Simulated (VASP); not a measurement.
**As: single point with PBE**

Crystal: As.

```xyz
1
Lattice="-1.2408 1.2408 1.2408 1.2408 -1.2408 1.2408 1.2408 1.2408 -1.2408" Properties=species:S:1:pos:R:3 pbc="T T T"
As    0.0000    0.0000    0.0000
```

This cell differs from its parent crystal: volume scaled by 0.4.

```json
{
 "Program": "VASP 6.6.1",
 "Task": "single point",
 "Functional": "PBE",
 "Potentials or basis": "VASP PAW PBE potentials, release 64 (As)",
 "Cutoff": "520 eV",
 "k mesh": "16 × 16 × 16",
 "Occupations": "fermi-dirac, width 0.05 eV",
 "Spin": "no spin polarisation"
}
```

```json
{"Pressure": "571.6 GPa"}
```

Levels at points of the mesh, in eV from the Fermi level:
```
           k point  band 1  band 2  band 3  band 4  band 5  band 6
(0.00, 0.00, 0.00)  -28.40   18.54   18.54   18.54   18.73   18.73
(0.50, 0.00, 0.00)  -16.48  -14.52    5.56    7.84    9.58   13.83
(0.50, 0.50, 0.50)   -5.79   -5.79   -5.79   -0.29   -0.29    1.90
```

Run time: 5.4 s on 1 thread of Intel(R) Xeon(R) Platinum 8375C CPU @ 2.90GHz (Ice Lake) (shared host), peak memory 0.12 GiB.
